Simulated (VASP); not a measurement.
Wanted: the native input for a VASP 6.6.1 run.

```yaml
Task: single point
Functional: LDA
Potentials_or_basis: VASP PAW LDA potentials, release 64 (Ni, Al)
Cutoff: 520 eV
k_mesh: 11 × 11 × 7
Occupations: fermi-dirac, width 0.05 eV
Spin: collinear spin, ferromagnetic start
Starting_moments: "[1.0, 0.0] μB"
Dipole_correction: no
Further_INCAR_settings: ALGO = Normal; EDIFF = 1e-06; NBANDS = 18
```

The structure of AlNi lies in POSCAR:

```
AlNi
1.0
    2.2852397227     -1.3853194495      0.0000000000
    2.2852397227      1.3853194495      0.0000000000
   -1.3473470277      0.0000000000      3.8547913226
Ni Al
1 1
Direct
    0.5000000000      0.5000000000      0.5000000000
    0.0000000000      0.0000000000      0.0000000000
```

These files were run (other wordings do the same):

INCAR

```
SYSTEM = AlNi
PREC     = Accurate       ! precision mode
ENCUT    = 520            ! plane-wave cutoff, eV
EDIFF    = 1E-6           ! SCF threshold, eV
ISMEAR   = -1             ! smearing method
SIGMA    = 0.05           ! smearing width, eV
LREAL    = .FALSE.        ! projectors in reciprocal space
LASPH    = .TRUE.         ! aspherical terms in the spheres
NELM     = 150            ! most SCF steps
ALGO     = Normal         ! electronic algorithm
ISIF     = 2              ! what is computed and relaxed
LWAVE    = .FALSE.        ! write WAVECAR
LCHARG   = .FALSE.        ! write CHGCAR
ISPIN    = 2              ! spin polarisation
MAGMOM   = 1 0            ! initial moments
LORBIT   = 11             ! projections on sites
LMAXMIX  = 4              ! l up to which the mixer works
NBANDS   = 18             ! bands
```

KPOINTS

```
regular mesh
0
G
  11 11 7
  0 0 0
```

Potentials or basis: VASP PAW LDA potentials, release 64 (Ni, Al).

The run is started by

```console
$ cat potpaw_LDA.64/Ni/POTCAR potpaw_LDA.64/Al/POTCAR > POTCAR
$ mpirun -np 1 vasp_std > vasp.out
```

It gave:

| Item | Value |
| --- | --- |
| Pressure | -4.6 GPa |
| Net moment | 0.00 μB per cell |
| Valence electrons inside the program's atomic spheres | Ni 9.41; Al 0.85 |

Caveat: the cell stands under tension.

Run time: 92 s on 1 thread of Intel(R) Xeon(R) 6975P-C (Granite Rapids), on a shared host, peak memory 0.25 GiB.
